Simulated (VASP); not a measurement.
A run of VASP 6.6.1 is set up as follows.

File INCAR:

```
  PREC = Accurate
  ENCUT = 520
  EDIFF = 1E-7
  ISMEAR = 0
  SIGMA = 0.1
  LREAL = F
  LASPH = T
  NELM = 60
  ALGO = Normal
  ISIF = 2
  LWAVE = F
  LCHARG = F
  GGA = PE
  NBANDS = 24
```

Contents of KPOINTS:

```
Automatic mesh
0
Gamma
  4 4 6
```

The input POSCAR:

```
SiB4Mo
1.0
    2.2483986500     -3.9839632400      0.0000000000
    2.2483986500      3.9839632400      0.0000000000
    0.0000000000      0.0000000000      3.6511018600
Si B Mo
1 4 1
Direct
    0.0000000000      0.0000000000      0.5000000000
    0.1761489700      0.8238510300      0.0000000000
    0.8238510300      0.1761489700      0.0000000000
    0.0000000000      0.5000000000      0.5000000000
    0.5000000000      0.0000000000      0.5000000000
    0.5000000000      0.5000000000      0.0000000000
```

Potentials or basis: VASP PAW PBE potentials, release 64 (Si, B, Mo_sv).

Run with:

```console
$ cat potpaw_PBE.64/Si/POTCAR potpaw_PBE.64/B/POTCAR potpaw_PBE.64/Mo_sv/POTCAR > POTCAR
$ mpirun -np 1 vasp_std > vasp.out
```

(1) Predict the pressure.

(2) Predict the largest force.

Results:

(1) -35.4 GPa.

(2) 0.602 eV/Å.

Caveat: the k points lie up to 0.40 Å⁻¹ apart, too coarse for converged energies and pressures of a metal.
